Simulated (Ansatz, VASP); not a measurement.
# One calculation of MnS, two programs

```
CELL_PARAMETERS angstrom
0.00000 2.60450 2.60450
2.60450 0.00000 2.60450
2.60450 2.60450 0.00000
ATOMIC_POSITIONS crystal
Mn 0.00000 0.00000 0.00000
S 0.50000 0.50000 0.50000
```

Alike in both runs: task relaxation of cell and atoms; functional BLYP; k mesh 9 × 9 × 9; occupations fermi-dirac, width 0.05 eV; collinear spin.

```csv
,VASP,Ansatz
version,VASP 6.6.1,Ansatz 0.2.0
potentials or method,"VASP PAW PBE potentials, release 64 (Mn_pv, S), cutoff 600 eV","all-electron LAPW, scalar-relativistic"
```

```csv
,VASP,Ansatz,Ansatz less VASP
net moment per atom (μB),2.35,2.35,+0.004
size of the moment on the site where the two differ most (μB),4.23,4.39,+0.158
relaxed volume (Å³/atom),18.05,18.11,+0.060
relaxed cell length with the largest relative difference (Å),3.709,3.714,+0.0041
```

VASP's potentials were made for PBE, not for BLYP. Site moments also hang on the region over which each program counts them. Ansatz ran all-electron here, and VASP with PAW potentials.
